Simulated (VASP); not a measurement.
# Re (I4/mmm) in VASP: a series of runs, part 2 of 2

VASP 6.6.1. The steps go on from the part before.

## Step 3: Single point, PBE (14.53 Å³/atom)

This run uses another cell than the first one, of 14.53 Å³/atom.

Input file INCAR:

```
SYSTEM = Re
PREC = Accurate
ENCUT = 560
EDIFF = 1E-6
ISMEAR = 0
SIGMA = 0.15
LREAL = .False.
LASPH = .True.
NELM = 120
ALGO = Normal
ISIF = 2
LWAVE = .False.
LCHARG = .False.
GGA = PE
NBANDS = 14
GGA_COMPAT = .False.
```

Input file KPOINTS:

```
Automatic mesh
0
Gamma
  10 10 10
  0 0 0
```

Input file POSCAR:

```
Re
1.0
    0.0000000000      2.2215967946      1.4715857167
    2.2215967946      0.0000000000      1.4715857167
    2.2215967946      2.2215967946      0.0000000000
Re
1
Direct
    0.0000000000      0.0000000000      0.0000000000
```

Potentials or basis: VASP PAW PBE potentials, release 64 (Re_sv_GW).

Launch:

```
$ cat potpaw_PBE.64/Re_sv_GW/POTCAR > POTCAR
$ mpirun -np 1 vasp_std > vasp.out
```

OUTCAR:

```text
SYSTEM = Re
   PREC = Accurate
   ENCUT = 560
   EDIFF = 1E-6
   ISMEAR = 0
   LREAL = .False.
   LASPH = .True.
   NELM = 120
   ISIF = 2
   GGA = PE

 ion  position               nearest neighbor table
   1  0.000  0.000  0.000-

  LATTYP: Found a body centered tetragonal cell.
 ALAT       =     3.1418123170
 C/A-ratio  =     0.9367750637

  Lattice vectors:

 A1 = (   0.0000000000,  -2.2215967946,  -1.4715857167)
 A2 = (   0.0000000000,   2.2215967946,  -1.4715857167)
 A3 = (   2.2215967946,   0.0000000000,   1.4715857167)

Analysis of symmetry for initial positions (statically):
=====================================================================
 Subroutine PRICEL returns:
 Original cell was already a primitive cell.

 Routine SETGRP: Setting up the symmetry group for a
 body centered tetragonal supercell.

 Subroutine GETGRP returns: Found 16 space group operations
 (whereof 16 operations were pure point group operations)
 out of a pool of 16 trial point group operations.

The static configuration has the point symmetry D_4h.

Analysis of symmetry for dynamics (positions and initial velocities):
[... 170 lines left out ...]
      4     -27.7472      2.00000
      5       3.3321      2.00000
      6      10.8724      2.00000
      7      11.8112      2.00000
      8      11.8112      2.00000
      9      14.3927      0.00763
     10      15.5167      0.00000
     11      28.4517      0.00000
     12      28.4517      0.00000
     13      29.7885      0.00000
     14      40.8543      0.00000
[... 377 lines left out ...]
      1     -66.4477      2.00000
      2     -28.7481      2.00000
      3     -28.5867      2.00000
      4     -28.4450      2.00000
      5       8.1449      2.00000
      6       8.7695      2.00000
      7      13.0305      2.00000
      8      13.4957      2.00000
      9      16.7979      0.00000
     10      19.4478      0.00000
     11      26.7576      0.00000
     12      28.1147      0.00000
     13      31.6674      0.00000
     14      34.7542      0.00000

 [... further k-points ...]

------------------------ aborting loop because EDIFF is reached ----------------------------------------

  FORCE on cell =-STRESS in cart. coord.  units (eV):
  Direction    XX          YY          ZZ          XY          YZ          ZX
  --------------------------------------------------------------------------------------
  -------------------------------------------------------------------------------------
  Total        1.1714652      1.1714652      1.3130696      0.0000000     -0.0000000      0.0000000
  in kB      129.2093470    129.2093470    144.8279227      0.0000000     -0.0000000      0.0000000
  external PRESSURE =     134.4155389 kB  Pullay stress =       0.0000000 kB

 VOLUME and BASIS-vectors are now :
 -----------------------------------------------------------------------------
  energy-cutoff  :      560.00
  volume of cell :       14.53
      direct lattice vectors                 reciprocal lattice vectors
     0.000000000  2.221596795  1.471585717    -0.225063342  0.225063342  0.339769539
     2.221596795  0.000000000  1.471585717     0.225063342 -0.225063342  0.339769539
     2.221596795  2.221596795  0.000000000     0.225063342  0.225063342 -0.339769539

 POSITION                                       TOTAL-FORCE (eV/Angst)
 -----------------------------------------------------------------------------------
      0.00000      0.00000      0.00000        -0.000000     -0.000000      0.000000
 -----------------------------------------------------------------------------------
    total drift:                               -0.000000     -0.000000     -0.000000

  FREE ENERGIE OF THE ION-ELECTRON SYSTEM (eV)
  ---------------------------------------------------
  free  energy   TOTEN  =       -13.7328937302 eV

  energy  without entropy=      -13.7230225299  energy(sigma->0) =      -13.72795813
```

Wall time 57 s (1 thread of AMD EPYC, shared host); peak memory 0.13 GiB.

Results:

* Free energy: -13.7329 eV
* Pressure: 13.4 GPa
* Band gap on the k mesh: zero (an odd number of electrons rules out a gap without spin polarisation)

Caveat: the cell stands under pressure; spin-orbit coupling is left out, which moves the levels of the heavy elements.

## Step 4: Single point, PBE (14.05 Å³/atom)

This run uses another cell than the first one, of 14.05 Å³/atom.

Input file INCAR:

```
PREC     = Accurate       # precision mode
ENCUT    = 560            # plane-wave cutoff, eV
EDIFF    = 1E-6           # SCF threshold, eV
ISMEAR   = 0              # smearing method
SIGMA    = 0.15           # smearing width, eV
LREAL    = False          # projectors in reciprocal space
LASPH    = True           # aspherical terms in the spheres
NELM     = 120            # most SCF steps
ALGO     = Normal         # electronic algorithm
ISIF     = 2              # what is computed and relaxed
LWAVE    = False          # write WAVECAR
LCHARG   = True           # write CHGCAR
GGA      = PE             # functional
LELF     = True           # ELF
LVHAR    = True         
NBANDS   = 14             # bands
GGA_COMPAT= False
```

Input file KPOINTS:

```
regular mesh
0
Gamma
  10 10 10
```

Input file POSCAR:

```
Re
1.0
    0.0000000000      2.1968519073      1.4551947034
    2.1968519073      0.0000000000      1.4551947034
    2.1968519073      2.1968519073      0.0000000000
Re
1
Direct
    0.0000000000      0.0000000000      0.0000000000
```

Launch:

```
$ cat potpaw_PBE.64/Re_sv_GW/POTCAR > POTCAR
$ mpirun -np 1 vasp_std > vasp.out
```

It took 14 s on 1 thread of Intel Xeon Platinum 8559C (Emerald Rapids), shared host; peak memory 0.15 GiB.

Results (log left out):

```yaml
Free_energy: -13.6661 eV
Pressure: 28.5 GPa
Band_gap_on_the_k_mesh: zero (an odd number of electrons rules out a gap without spin polarisation)
```

Stress tensor (GPa, compression positive):
```
27.71  0.00  0.00
 0.00 27.71  0.00
 0.00  0.00 30.21
```

Levels at points of the mesh, in eV from the Fermi level:
```tsv
k point	band 4	band 5	band 6	band 7	band 8	band 9	band 10	band 11	band 12	band 13
(0.00, 0.00, 0.00)	-41.81	-11.02	-3.38	-2.40	-2.40	0.29	1.47	14.36	14.36	15.73
(0.50, 0.00, 0.00)	-41.92	-7.84	-5.49	0.39	0.87	2.44	5.00	11.15	11.51	16.85
(0.50, 0.50, 0.00)	-42.68	-7.64	-7.40	3.91	3.91	4.16	7.67	7.67	9.58	16.96
(0.50, 0.00, 0.50)	-41.89	-7.81	-4.52	-0.22	0.03	1.37	4.88	10.53	11.83	18.42
```

Caveat: the cell stands under pressure; spin-orbit coupling is left out, which moves the levels of the heavy elements.

## Step 5: Single point, PBE (14.77 Å³/atom)

This run uses another cell than the first one, of 14.77 Å³/atom.

Input file INCAR:

```
PREC = Accurate
ENCUT = 560
EDIFF = 1E-6
ISMEAR = 0
SIGMA = 0.15
LREAL = F
LASPH = T
NELM = 120
ALGO = Normal
ISIF = 2
LWAVE = F
LCHARG = T
GGA = PE
LELF = T
LVHAR = T
NBANDS = 14
GGA_COMPAT = F
```

Input file KPOINTS:

```
Automatic mesh
0
Gamma
  10 10 10
```

Input file POSCAR:

```
Re
1.0
    0.0000000000      2.2338155946      1.4796794498
    2.2338155946      0.0000000000      1.4796794498
    2.2338155946      2.2338155946      0.0000000000
Re
1
Direct
    0.0000000000      0.0000000000      0.0000000000
```

Launch:

```
$ cat potpaw_PBE.64/Re_sv_GW/POTCAR > POTCAR
$ mpirun -np 1 vasp_std > vasp.out
```

Wall time 13 s (1 thread of Intel Xeon Platinum 8488C (Sapphire Rapids), shared host); peak memory 0.16 GiB.

Results (log left out):

| Property | Result |
| --- | --- |
| Free energy | -13.7502 eV |
| Pressure | 6.8 GPa |
| Band gap on the k mesh | zero (an odd number of electrons rules out a gap without spin polarisation) |

Stress tensor (GPa, compression positive):
```
6.39 0.00 0.00
0.00 6.39 0.00
0.00 0.00 7.55
```

Levels at points of the mesh, in eV from the Fermi level:
```tsv
k point	band 6	band 7	band 8	band 9	band 10	band 11
(0.00, 0.00, 0.00)	-3.17	-2.25	-2.25	0.28	1.37	14.33
(0.50, 0.00, 0.00)	-5.14	0.27	0.79	2.25	4.61	10.35
(0.50, 0.50, 0.00)	-6.91	3.61	3.61	3.84	7.33	7.33
(0.50, 0.00, 0.50)	-4.23	-0.31	0.01	1.26	4.50	9.75
```

Caveat: the cell stands under pressure; spin-orbit coupling is left out, which moves the levels of the heavy elements.

## Step 6: The runs side by side

| cell | gap on the mesh (eV) | pressure (GPa) |
| --- | --- | --- |
| a = 2.650, b = 2.650, c = 3.124 Å, angles 53.9, 53.9, 72.2°, 1 atom | none | 20.7 |
| a = 2.665, b = 2.665, c = 3.142 Å, angles 53.9, 53.9, 72.2°, 1 atom | none | 13.4 |
| a = 2.635, b = 2.635, c = 3.107 Å, angles 53.9, 53.9, 72.2°, 1 atom | none | 28.5 |
| a = 2.679, b = 2.679, c = 3.159 Å, angles 53.9, 53.9, 72.2°, 1 atom | none | 6.8 |

Alike in all rows: task single point; level PBE; potentials or basis VASP PAW PBE potentials, release 64 (Re_sv_GW); no spin polarisation; k mesh 10 × 10 × 10; cutoff (eV) 560; smearing gaussian 0.15 eV.

Caveats: the cell stands under pressure; spin-orbit coupling is left out, which moves the levels of the heavy elements.

Total energies depend on the potentials used, so only differences within one code and one set of settings carry meaning.
